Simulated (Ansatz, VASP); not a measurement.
# One calculation of C, two programs

```xyz
4
Lattice="1.3527 -3.9077 0.0000 1.3527 3.9077 0.0000 0.0000 0.0000 2.5092" Properties=species:S:1:pos:R:3 pbc="T T T"
C     1.3527    3.2362    1.2546
C     1.3527   -3.2362    1.2546
C     1.3527    2.4283    0.0000
C     1.3527   -2.4283    0.0000
```

Alike in both runs: functional PBE; k mesh 8 × 8 × 8; occupations gaussian, width 0.1 eV; no spin polarisation.

Ansatz relaxed the structure, and its values are those at the end. VASP's run is a single point on that final structure, the one shown.

|  | VASP | Ansatz |
| --- | --- | --- |
| version | VASP 6.6.1 | Ansatz 0.2.0 |
| potentials or method | VASP PAW PBE potentials, release 64 (C), cutoff 520 eV | scalar-relativistic, plane waves, PAW |
| valence electrons in the cell | 16 | 16 |

VASP gave:

* gap on the k mesh at the Fermi level (eV): none
* pressure (GPa): 0.5
* rms of the force components (eV/Å): 0.016

Question: Estimate Ansatz's values.

Answer: gap on the k mesh at the Fermi level (eV): none; pressure (GPa): 0.0; rms of the force components (eV/Å): 0.006.

A gap of «none» marks a metal or a gap that the smearing closes.
